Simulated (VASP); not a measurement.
**ScSbS3: single point with PBE**

The system is ScSbS3.

```
CELL_PARAMETERS angstrom
4.47661 0.00000 0.00000
0.00000 4.47661 0.00000
0.00000 0.00000 5.66450
ATOMIC_POSITIONS crystal
Sc 0.00000 0.00000 0.00000
Sb 0.50000 0.50000 0.66200
S 0.50000 0.50000 0.10590
S 0.00000 0.50000 0.50000
S 0.50000 0.00000 0.50000
```

```
Program                : VASP 6.6.1
Task                   : single point
Functional             : PBE
Potentials or basis    : VASP PAW PBE potentials, release 64 (Sc_sv, Sb, S)
Cutoff                 : 520 eV
k mesh                 : 4 × 4 × 4
Occupations            : gaussian, width 0.1 eV
Spin                   : no spin polarisation
Dipole correction      : no
Further INCAR settings : ALGO = Normal; EDIFF = 1e-06; NBANDS = 25
```

- Pressure: 4.9 GPa
- Largest force: 0.966 eV/Å
- Band gap on the k mesh: zero (band 17 reaches 6.61 eV, above the bottom of band 18 at 5.61 eV)

Forces in eV/Å, atoms in the order of the input:
```
Sc   0.000  0.000  0.543
Sb   0.000  0.000  0.191
S    0.000  0.000 -0.966
S    0.000  0.000  0.116
S    0.000  0.000  0.116
```

Stress tensor (GPa, compression positive):
```
 8.73  0.00  0.00
 0.00  8.73  0.00
 0.00  0.00 -2.72
```

Levels at points of the mesh, in eV from the Fermi level:
| k point | band 14 | band 15 | band 16 | band 17 | band 18 | band 19 | band 20 | band 21 |
| --- | --- | --- | --- | --- | --- | --- | --- | --- |
| (0.00, 0.00, 0.00) | -2.34 | -1.95 | -1.36 | -1.36 | -0.54 | -0.17 | -0.05 | -0.05 |
| (0.50, 0.00, 0.00) | -2.90 | -2.75 | -2.26 | 0.16 | 0.41 | 0.66 | 0.81 | 0.90 |
| (0.50, 0.50, 0.00) | -3.78 | -1.50 | 0.05 | 0.47 | 0.48 | 0.69 | 0.69 | 0.82 |
| (0.00, 0.00, 0.50) | -2.83 | -2.10 | -1.45 | -1.45 | 0.04 | 0.17 | 0.21 | 0.54 |
| (0.50, 0.00, 0.50) | -2.99 | -2.85 | -2.15 | 0.00 | 0.33 | 0.39 | 0.60 | 0.66 |
| (0.50, 0.50, 0.50) | -2.00 | -1.50 | -1.42 | -0.09 | -0.01 | -0.01 | 0.20 | 0.50 |

Run time: 50 s on 1 thread of Intel(R) Xeon(R) Platinum 8259CL CPU @ 2.50GHz (Skylake/Cascade Lake), with other jobs on the host, peak memory 0.25 GiB.

Caveat: spin-orbit coupling is left out, which moves the levels of the heavy elements.
